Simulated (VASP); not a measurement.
Input of a VASP 6.6.1 run:

The input POSCAR:

```
Ca
1.0
   -2.2400000000      2.2400000000      2.1728000000
    2.2400000000     -2.2400000000      2.1728000000
    2.2400000000      2.2400000000     -2.1728000000
Ca
1
Direct
    0.0000000000      0.0000000000      0.0000000000
```

The input INCAR.step1:

```
ALGO = Normal
EDIFF = 1E-4
ENCUT = 520
GGA = PE
ISMEAR = 0
LASPH = True
LCHARG = False
LREAL = False
LWAVE = True
NBANDS = 11
NELM = 80
PREC = Accurate
SIGMA = 0.15
```

The input INCAR.step2:

```
ALGO = Normal
EDIFF = 1E-6
ENCUT = 520
ISIF = 2
ISMEAR = 0
ISTART = 1
LASPH = True
LCHARG = False
LMIXTAU = True
LREAL = False
LWAVE = False
METAGGA = R2SCAN
NBANDS = 11
NELM = 80
PREC = Accurate
SIGMA = 0.15
```

The input KPOINTS:

```
k-points
0
Gamma
  16 16 16
```

Potentials or basis: VASP PAW PBE potentials, release 64 (Ca_sv).

Launch:

```bash
$ cat potpaw_PBE.64/Ca_sv/POTCAR > POTCAR
$ cp INCAR.step1 INCAR
$ mpirun -np 1 vasp_std > vasp.out
$ cp INCAR.step2 INCAR
$ mpirun -np 1 vasp_std > vasp.out
```

Question: Predict the band gap on the k mesh.

Answer: Zero (bands 5 and 6 overlap by 0.61 eV).

Question: Predict the pressure.

Answer: -0.1 GPa.

Caveat: the cell differs from its parent crystal (strain +0.000 along x and y, -0.030 along z); the PAW data sets were made with another functional, which shifts forces and pressure a little.
